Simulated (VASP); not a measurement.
# GaAs (F-43m) in VASP: notebook, part 3 of 3

VASP 6.6.1.

## (4) Single point, b88 exchange, pbe correlation

This run uses another cell than the first one, of 28.24 Å³/atom.

INCAR reads:

```
SYSTEM = GaAs
ALGO = Normal
EDIFF = 1E-6
ENCUT = 500
GGA = LIBXC
GGA_COMPAT = .FALSE.
ISIF = 2
ISMEAR = -4
LASPH = .TRUE.
LCHARG = .TRUE.
LELF = .TRUE.
LIBXC1 = GGA_X_B88
LIBXC2 = GGA_C_PBE
LREAL = .FALSE.
LVHAR = .TRUE.
LWAVE = .FALSE.
NBANDS = 16
NELM = 120
PREC = Accurate
SIGMA = 0.05
```

KPOINTS reads:

```
k-points
0
G
  8 8 8
  0 0 0
```

POSCAR reads:

```
GaAs
1.0
    0.0000000000      3.0451318500      3.0451318500
    3.0451318500      0.0000000000      3.0451318500
    3.0451318500      3.0451318500      0.0000000000
As Ga
1 1
Direct
    0.2500000000      0.2500000000      0.2500000000
    0.0000000000      0.0000000000      0.0000000000
```

Potentials or basis: VASP PAW PBE potentials, release 64 (As, Ga_d).

Launch:

```console
cat potpaw_PBE.64/As/POTCAR potpaw_PBE.64/Ga_d/POTCAR > POTCAR
mpirun -np 1 vasp_std > vasp.out
```

OUTCAR:

```text
SYSTEM = GaAs
   EDIFF = 1E-6
   ENCUT = 500
   GGA = LIBXC
   ISIF = 2
   ISMEAR = -4
   LASPH = .TRUE.
   LREAL = .FALSE.
   NELM = 120
   PREC = Accurate

 ion  position               nearest neighbor table
   1  0.250  0.250  0.250-   2 2.64   2 2.64   2 2.64   2 2.64
   2  0.000  0.000  0.000-   1 2.64   1 2.64   1 2.64   1 2.64

  LATTYP: Found a face centered cubic cell.
 ALAT       =     6.0902637000

  Lattice vectors:

 A1 = (   0.0000000000,   3.0451318500,   3.0451318500)
 A2 = (   3.0451318500,   0.0000000000,   3.0451318500)
 A3 = (   3.0451318500,   3.0451318500,   0.0000000000)

Analysis of symmetry for initial positions (statically):
=====================================================================
 Subroutine PRICEL returns:
 Original cell was already a primitive cell.

 Routine SETGRP: Setting up the symmetry group for a
 face centered cubic supercell.

 Subroutine GETGRP returns: Found 24 space group operations
 (whereof 24 operations were pure point group operations)
 out of a pool of 48 trial point group operations.

The static configuration has the point symmetry T_d .

Analysis of symmetry for dynamics (positions and initial velocities):
=====================================================================
 Subroutine PRICEL returns:
 Original cell was already a primitive cell.

 Routine SETGRP: Setting up the symmetry group for a
 face centered cubic supercell.

 Subroutine GETGRP returns: Found 24 space group operations
 (whereof 24 operations were pure point group operations)
 out of a pool of 48 trial point group operations.

The dynamic configuration has the point symmetry T_d .

 Subroutine INISYM returns: Found 24 space group operations
 (whereof 24 operations are pure point group operations),
 and found     1 'primitive' translations

----------------------------------------------------------------------------------------

                                     Primitive cell

  volume of cell :      56.4740

  direct lattice vectors                    reciprocal lattice vectors
     0.000000000  3.045131850  3.045131850    -0.164196503  0.164196503  0.164196503
     3.045131850  0.000000000  3.045131850     0.164196503 -0.164196503  0.164196503
     3.045131850  3.045131850  0.000000000     0.164196503  0.164196503 -0.164196503

  length of vectors
     4.306466761  4.306466761  4.306466761     0.284396685  0.284396685  0.284396685

  position of ions in fractional coordinates (direct lattice)
     0.250000000  0.250000000  0.250000000
     0.000000000  0.000000000  0.000000000

  ion indices of the primitive-cell ions
   primitive index   ion index
                 1           1
                 2           2

----------------------------------------------------------------------------------------

 KPOINTS: k-points

Automatic generation of k-mesh.
 Grid dimensions read from file:
 generate k-points for:    8    8    8

 Generating k-lattice:

  Cartesian coordinates                     Fractional coordinates (reciprocal lattice)
    -0.020524563  0.020524563  0.020524563     0.125000000  0.000000000  0.000000000
     0.020524563 -0.020524563  0.020524563     0.000000000  0.125000000  0.000000000
     0.020524563  0.020524563 -0.020524563     0.000000000  0.000000000  0.125000000

  Length of vectors
     0.035549586  0.035549586  0.035549586

  Shift w.r.t. Gamma in fractional coordinates (k-lattice)
     0.000000000  0.000000000  0.000000000

 TETIRR: Found     76 inequivalent tetrahedra from     3072

 Subroutine IBZKPT returns following result:
 ===========================================

 Found     29 irreducible k-points:

 Following reciprocal coordinates:
            Coordinates               Weight
  0.000000  0.000000  0.000000      1.000000
  0.125000  0.000000  0.000000      8.000000
  0.250000  0.000000  0.000000      8.000000
  0.375000  0.000000  0.000000      8.000000
  0.500000  0.000000  0.000000      4.000000
  0.125000  0.125000  0.000000      6.000000
[... 16 lines left out ...]
  0.500000  0.250000  0.125000     48.000000
 -0.375000  0.250000  0.125000     24.000000
 [... further k-points ...]
   k-points           NKPTS =     29   k-points in BZ     NKDIM =     29   number of bands    NBANDS=     16
   number of dos      NEDOS =    301   number of ions     NIONS =      2
   total plane-waves  NPLWV =  32768
   dimension x,y,z NGX =    32 NGY =   32 NGZ =   32
   dimension x,y,z NGXF=    64 NGYF=   64 NGZF=   64
   ions per type =               1   1
   NGX,Y,Z   is equivalent  to a cutoff of  12.35, 12.35, 12.35 a.u.
   NGXF,Y,Z  is equivalent  to a cutoff of  24.71, 24.71, 24.71 a.u.
 SYSTEM =  GaAs
   PREC   = accura    normal or accurate (medium, high low for compatibility)
   ISTART =      0    job   : 0-new  1-cont  2-samecut
   ICHARG =      2    charge: 1-file 2-atom 10-const
   ISPIN  =      1    spin polarized calculation?
   LNONCOLLINEAR =      F non collinear calculations
   LSORBIT =      F    spin-orbit coupling
   LASPH  =      T    aspherical Exc in radial PAW
   ENCUT  =  500.0 eV  36.75 Ry    6.06 a.u.   7.85  7.85  7.85*2*pi/ulx,y,z
   NELM   =    120;   NELMIN=  2; NELMDL= -5     # of ELM steps
   EDIFF  = 0.1E-05   stopping-criterion for ELM
   LREAL  =      F    real-space projection
   EDIFFG = 0.1E-04   stopping-criterion for IOM
   NSW    =      0    number of steps for IOM
   IBRION =     -1    ionic relax: 0-MD 1-quasi-New 2-CG
   NFREE  =      0    steps in history (QN), initial steepest desc. (CG)
   ISIF   =      2    stress and relaxation
   ISYM   =      2    0-nonsym 1-usesym 2-fastsym
   POTIM  = 0.5000    time-step for ionic-motion
   TEBEG  =    0.0;   TEEND  =   0.0 temperature during run
   PSTRESS=    0.0 pullay stress
   NELECT =      18.0000    total number of electrons
   NUPDOWN=      -1.0000    fix difference up-down
   EMIN   =  10.00;   EMAX   =-10.00  energy-range for DOS
   EFERMI =   0.00;   METHOD = LEGACY
   ISMEAR =    -4;   SIGMA  =   0.05  broadening in eV -4-tet -1-fermi 0-gaus
   EFERMI_NEDOS =   21; number of points for ismear=-14 and -15
   IALGO  =     38    algorithm
   IMIX   =      4    mixing-type and parameters
     AMIX     =   0.40;   BMIX     =  1.00
     AMIX_MAG =   1.60;   BMIX_MAG =  1.00
  volume/ion in A,a.u.               =      28.24       190.55
  Fermi-wavevector in a.u.,A,eV,Ry     =   1.118277  2.113238 17.014690  1.250544
  Thomas-Fermi vector in A             =   2.254907
   LORBIT       =      0    0 simple, 1 ext, 2 COOP (PROOUT), +10 PAW based schemes
   GGA     = LIBXC    functional components
   LHFCALC =     F    Hartree Fock is set to
   AEXX    =    0.0000 exact exchange contribution
   IVDW    =     0    specifies the selected vdW correction
   LEPSILON=     F    determine dielectric tensor
   LRPA    =     F    only Hartree local field effects (RPA)
 non-spin polarized calculation
 Fermi weights with tetrahedron method witout Bloechl corrections
  energy-cutoff  :      500.00
  volume of cell :       56.47
 maximum number of plane-waves:      1459
   NGX = 15   NGY = 15   NGZ = 15

 number of electron      17.9999983 magnetization

 Free energy of the ion-electron system (eV)
  ---------------------------------------------------
  ext. energy  EPLUGINS =         0.00000000
  ---------------------------------------------------
  free energy    TOTEN  =        -7.82936573 eV

  energy without entropy =       -7.82936573  energy(sigma->0) =       -7.82936573

 E-fermi :   2.0299     XC(G=0):  -8.6349

 val. band max:        2.0300590901   @ k =   0.0000   0.0000   0.0000
 cond. band min:       2.0300593215   @ k =   0.0000   0.0000   0.0000
 fundamental gap:      0.0000002314
 Fermi energy:         2.0298958646

 k-point     1 :       0.0000    0.0000    0.0000
  band No.  band energies     occupation
      1     -12.5568      2.00000
      2     -12.5568      2.00000
      3     -12.5568      2.00000
      4     -12.5186      2.00000
      5     -12.5186      2.00000
      6      -9.3237      2.00000
[... 8 lines left out ...]
     15      11.6164      0.00000
     16      11.6164      0.00000
[... 419 lines left out ...]
 k-point    24 :      -0.3750    0.2500    0.1250
  band No.  band energies     occupation
      1     -12.5914      2.00000
      2     -12.5457      2.00000
      3     -12.5423      2.00000
      4     -12.5200      2.00000
      5     -12.5167      2.00000
      6      -7.9407      2.00000
[... 8 lines left out ...]
     15      12.7350      0.00000
     16      12.9331      0.00000

 [... further k-points ...]

------------------------ aborting loop because EDIFF is reached ----------------------------------------

  FORCE on cell =-STRESS in cart. coord.  units (eV):
  Direction    XX          YY          ZZ          XY          YZ          ZX
  --------------------------------------------------------------------------------------
  -------------------------------------------------------------------------------------
  Total       -2.4809750     -2.4809750     -2.4809750      0.0000000      0.0000000     -0.0000000
  in kB      -70.3857390    -70.3857390    -70.3857390      0.0000000      0.0000000     -0.0000000
  external PRESSURE =     -70.3857390 kB  Pullay stress =       0.0000000 kB

 VOLUME and BASIS-vectors are now :
 -----------------------------------------------------------------------------
  energy-cutoff  :      500.00
  volume of cell :       56.47
      direct lattice vectors                 reciprocal lattice vectors
     0.000000000  3.045131850  3.045131850    -0.164196503  0.164196503  0.164196503
     3.045131850  0.000000000  3.045131850     0.164196503 -0.164196503  0.164196503
     3.045131850  3.045131850  0.000000000     0.164196503  0.164196503 -0.164196503

 POSITION                                       TOTAL-FORCE (eV/Angst)
 -----------------------------------------------------------------------------------
      1.52257      1.52257      1.52257        -0.000000     -0.000000     -0.000000
      0.00000      0.00000      0.00000         0.000000      0.000000      0.000000
 -----------------------------------------------------------------------------------
    total drift:                                0.000000      0.000000      0.000000

  FREE ENERGIE OF THE ION-ELECTRON SYSTEM (eV)
  ---------------------------------------------------
  free  energy   TOTEN  =        -7.8293657287 eV

  energy  without entropy=       -7.8293657287  energy(sigma->0) =       -7.82936573
```

OSZICAR:

```text
N       E                     dE             d eps       ncg     rms          rms(c)
DAV:   1     0.794076662528E+02    0.79408E+02   -0.86849E+03   952   0.137E+03
DAV:   2    -0.144312830452E+01   -0.80851E+02   -0.77899E+02  1040   0.290E+02
DAV:   3    -0.784740891482E+01   -0.64043E+01   -0.63749E+01  1168   0.650E+01
DAV:   4    -0.795274001383E+01   -0.10533E+00   -0.10531E+00  1144   0.918E+00
DAV:   5    -0.795413235965E+01   -0.13923E-02   -0.13923E-02  1192   0.920E-01    0.230E+00
DAV:   6    -0.783624032332E+01    0.11789E+00   -0.20467E-01  1408   0.600E+00    0.133E+00
DAV:   7    -0.782714429186E+01    0.90960E-02   -0.41862E-02  1048   0.121E+00    0.517E-01
DAV:   8    -0.782865949997E+01   -0.15152E-02   -0.77980E-03  1072   0.913E-01    0.720E-02
DAV:   9    -0.782918758418E+01   -0.52808E-03   -0.94607E-04  1144   0.399E-01    0.519E-02
DAV:  10    -0.782928001903E+01   -0.92435E-04   -0.72054E-05  1160   0.601E-02    0.272E-02
DAV:  11    -0.782936514943E+01   -0.85130E-04   -0.15168E-04  1072   0.776E-02    0.683E-03
DAV:  12    -0.782936572874E+01   -0.57931E-06   -0.24230E-06  1160   0.148E-02
   1 F= -.78293657E+01 E0= -.78293657E+01  d E =0.000000E+00
```

stdout:

```text
POSCAR found type information on POSCAR AsGa
 POSCAR found :  2 types and       2 ions
 scaLAPACK will be used
 -----------------------------------------------------------------------------
|                                                                             |
|                                                                             |
|     You enforced a specific xc type in the INCAR file but a different       |
|     I HOPE YOU KNOW WHAT YOU ARE DOING!                                     |
|                                                                             |
 -----------------------------------------------------------------------------

 LDA part: xc-table for (None,None), standard interpolation
 POSCAR, INCAR and KPOINTS ok, starting setup
 FFT: planning ... GRIDC
 FFT: planning ... GRID_SOFT
 FFT: planning ... GRID
 WAVECAR not read
 entering main loop
```

Wall time 12 s (1 thread of Intel Xeon Platinum 8488C (Sapphire Rapids), shared host); peak memory 0.18 GiB.

What came out:

```yaml
Free_energy: -7.8294 eV
Pressure: -7.0 GPa
Band_gap_on_the_k_mesh: zero (filled and empty bands touch)
```

Caveat: the cell stands under tension; semilocal functionals underestimate gaps, so a narrow gap can read as zero; the PAW data sets were made with another functional, which shifts forces and pressure a little.

## (5) Single point, PBE

INCAR reads:

```
  PREC = Accurate
  ENCUT = 520
  EDIFF = 1E-7
  ISMEAR = -1
  SIGMA = 0.04
  LREAL = False
  LASPH = True
  NELM = 60
  ALGO = Normal
  ISIF = 2
  LWAVE = False
  LCHARG = True
  GGA = PE
  LELF = True
  LVHAR = True
  NBANDS = 16
```

KPOINTS reads:

```
Automatic mesh
0
Gamma
  4 4 4
```

POSCAR reads:

```
GaAs
1.0
    0.0000000000      2.8268500000      2.8268500000
    2.8268500000      0.0000000000      2.8268500000
    2.8268500000      2.8268500000      0.0000000000
As Ga
1 1
Direct
    0.7500000000      0.7500000000      0.7500000000
    0.0000000000      0.0000000000      0.0000000000
```

Launch:

```console
cat potpaw_PBE.64/As/POTCAR potpaw_PBE.64/Ga_d/POTCAR > POTCAR
mpirun -np 1 vasp_std > vasp.out
```

Wall time 9.7 s (1 thread of Intel Xeon 8259CL, shared host); peak memory 0.16 GiB.

The run converged. Its results:

| Quantity | Value |
| --- | --- |
| Free energy | -8.0732 eV |
| Pressure | 3.7 GPa |
| Band gap on the k mesh | 0.51 eV |

Levels at points of the mesh, in eV from the valence-band top:
| k point | band 5 | band 6 | band 7 | band 8 | band 9 | band 10 | band 11 | band 12 | band 13 | band 14 |
| --- | --- | --- | --- | --- | --- | --- | --- | --- | --- | --- |
| (0.00, 0.00, 0.00) | -14.79 | -12.73 | 0.00 | 0.00 | 0.00 | 0.51 | 3.69 | 3.69 | 3.69 | 7.58 |
| (0.50, 0.00, 0.00) | -14.78 | -10.96 | -6.66 | -1.15 | -1.15 | 0.98 | 4.60 | 4.60 | 7.74 | 10.41 |
| (0.50, 0.50, 0.00) | -14.77 | -10.21 | -6.85 | -2.69 | -2.69 | 1.44 | 1.63 | 10.15 | 10.15 | 10.99 |

Caveat: the k points lie up to 0.48 Å⁻¹ apart.

## (6) Summary

| level | cell | k mesh | cutoff (eV) | smearing | grid for exact exchange (PRECFOCK) | share of exact exchange | gap on the mesh (eV) | pressure (GPa) |
| --- | --- | --- | --- | --- | --- | --- | --- | --- |
| B3LYP5 | a = 3.998 Å, angles 60.0°, 2 atoms | 5 × 5 × 5 | 400 | gaussian 0.01 eV | Normal | 0.2 | 1.63 | 4.2 |
| r2SCANh+D4 | a = 3.998 Å, angles 60.0°, 2 atoms | 5 × 5 × 5 | 440 | methfessel-paxton 0.1 eV | Normal | 0.1 | 1.52 | -1.1 |
| b88 exchange, pbe correlation | a = 4.306 Å, angles 60.0°, 2 atoms | 8 × 8 × 8 | 500 | tetrahedron | - | - | none | -7.0 |
| PBE | a = 3.998 Å, angles 60.0°, 2 atoms | 4 × 4 × 4 | 520 | fermi-dirac 0.04 eV | - | - | 0.51 | 3.7 |

Alike in all rows: task single point; potentials or basis VASP PAW PBE potentials, release 64 (As, Ga_d); no spin polarisation.

Caveats: some runs use coarse meshes; the PAW data sets were made with another functional, which shifts forces and pressure a little (at least some runs); the cell stands under pressure (at least some runs); an odd mesh through Γ misses points on the zone boundary, where band edges can lie (at least some runs); the cell stands under tension (at least some runs); semilocal functionals underestimate gaps, so a narrow gap can read as zero (at least some runs).

Total energies depend on the potentials used, so only differences within one code and one set of settings carry meaning.
